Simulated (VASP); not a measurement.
Write the native input for VASP 6.6.1 that does the following.

```
Task                   : relaxation of cell and atoms
Functional             : LDA
Potentials or basis    : VASP PAW LDA potentials, release 64 (Al, P)
Cutoff                 : 500 eV
k mesh                 : 8 × 8 × 8
Occupations            : gaussian, width 0.01 eV
Spin                   : no spin polarisation
Target pressure        : 4 GPa
Dipole correction      : no
Further INCAR settings : ALGO = Normal; EDIFF = 1e-07; IBRION = 2; EDIFFG = -0.002; NSW = 100; ISIF = 3
```

The structure of AlP lies in POSCAR:

```
AlP
1.0
    0.0000000000      2.7169254661      2.7169254661
    2.7169254661      0.0000000000      2.7169254661
    2.7169254661      2.7169254661      0.0000000000
Al P
1 1
Direct
    0.0000000000      0.0000000000      0.0000000000
    0.7500000000      0.7500000000      0.7500000000
```

These files were run (other wordings do the same):

INCAR

```
PREC = Accurate
ENCUT = 500
EDIFF = 1E-7
ISMEAR = 0
SIGMA = 0.01
LREAL = False
LASPH = True
NELM = 120
ALGO = Normal
ISIF = 3
LWAVE = False
LCHARG = False
IBRION = 2
NSW = 100
EDIFFG = -0.002
PSTRESS = 40.0
GGA_COMPAT = False
NELMIN = 4
```

KPOINTS

```
regular mesh
0
Gamma
  8 8 8
```

Potentials or basis: VASP PAW LDA potentials, release 64 (Al, P).

Command:

```console
$ cat potpaw_LDA.64/Al/POTCAR potpaw_LDA.64/P/POTCAR > POTCAR
$ mpirun -np 1 vasp_std > vasp.out
```

Results of the run:

The relaxed volume is 19.27 Å³/atom, the relaxed cell is a = 3.791 Å, b = 3.791 Å, c = 3.791 Å, α = 60.00°, β = 60.00°, γ = 60.00° and the space group after relaxing (to 0.1 Å) is F-43m (No. 216). The energy change on relaxing (the run minimises the enthalpy) is +9.6 meV/atom and the ionic steps are 3. The pressure after relaxing is 4.0 GPa and the band gap on the k mesh is 1.33 eV (least direct gap 3.57 eV).

Caveat: the cell is relaxed towards a set pressure, so the run minimises the enthalpy, not the energy.

Wall time 28 s on 1 thread of Intel Xeon 8259CL (shared host), peak memory 0.14 GiB.
